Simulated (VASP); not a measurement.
Write the native input for VASP 6.6.1 that does the following.

```
Task                   : single point
Functional             : LDA
Potentials or basis    : VASP PAW LDA potentials, release 64 (Pb_d)
Cutoff                 : 520 eV
k mesh                 : 16 × 16 × 16
Occupations            : gaussian, width 0.15 eV
Spin                   : no spin polarisation
Dipole correction      : no
Further INCAR settings : ALGO = Normal; EDIFF = 1e-06; NBANDS = 13
```

The structure of Pb lies in POSCAR:

```
Pb
1.0
    0.0000000000      2.4698000000      2.2722160000
    2.4698000000      0.0000000000      2.2722160000
    2.4698000000      2.4698000000      0.0000000000
Pb
1
Direct
    0.0000000000      0.0000000000      0.0000000000
```

This cell differs from its parent crystal: strain +0.000 along x and y, -0.080 along z.

The input as run:

INCAR

```
SYSTEM = Pb
PREC = Accurate ; ENCUT = 520
EDIFF = 1E-6 ; ISMEAR = 0
SIGMA = 0.15 ; LREAL = .False.
LASPH = .True. ; NELM = 100
ALGO = Normal ; ISIF = 2
LWAVE = .False. ; LCHARG = .False.
GGA = CA ; NBANDS = 13
```

KPOINTS

```
Automatic mesh
0
Gamma
  16 16 16
  0 0 0
```

Potentials or basis: VASP PAW LDA potentials, release 64 (Pb_d).

The run is started by

```bash
$ cat potpaw_LDA.64/Pb_d/POTCAR > POTCAR
$ mpirun -np 1 vasp_std > vasp.out
```

It gave:

```yaml
Pressure: 2.8 GPa
Band_gap_on_the_k_mesh: zero (bands 7 and 8 overlap by 9.98 eV)
```

Caveat: the cell differs from its parent crystal (strain +0.000 along x and y, -0.080 along z); spin-orbit coupling is left out, which moves the levels of the heavy elements.

Wall time 3 min on 1 thread of Intel Xeon 8259CL, with other jobs on the host, peak memory 0.23 GiB.
